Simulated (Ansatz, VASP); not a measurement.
**ZrSi2O6 in VASP and in Ansatz**

```xyz
9
Lattice="2.6065 -4.9779 0.0000 2.6065 4.9779 0.0000 0.0000 0.0000 6.0424" Properties=species:S:1:pos:R:3 pbc="T T T"
Zr    2.6065    0.0000    0.0000
Si    1.3032   -2.4889    2.0839
Si    1.3032    2.4889    3.9586
O     3.6772   -1.1740    4.8959
O     2.6065    2.7552    3.0212
O     3.6772    1.1740    1.1465
O     1.5358    1.1740    4.8959
O     2.6065   -2.7552    3.0212
O     1.5358   -1.1740    1.1465
```

Alike in both runs: functional PBE; k mesh 6 × 6 × 4; occupations gaussian, width 0.1 eV; no spin polarisation.

Ansatz relaxed the structure, and its values are those at the end. VASP's run is a single point on that final structure, the one shown.

|  | VASP | Ansatz |
| --- | --- | --- |
| version | VASP 6.6.1 | Ansatz 0.2.0 |
| potentials or method | VASP PAW PBE potentials, release 64 (Zr_sv, Si, O), cutoff 520 eV | scalar-relativistic, plane waves, PAW |
| valence electrons in the cell | 56 | 56 |

```tsv
	VASP	Ansatz	Ansatz less VASP
gap on the k mesh at the Fermi level (eV)	5.05	5.05	-0.001
least direct gap on the mesh (eV)	5.28	5.28	-0.001
pressure (GPa)	0.2	0.0	-0.15
rms of the force components (eV/Å)	0.009	0.005	-0.0041
```

With one functional, cell and mesh, what is left measures potentials, basis and numerics.
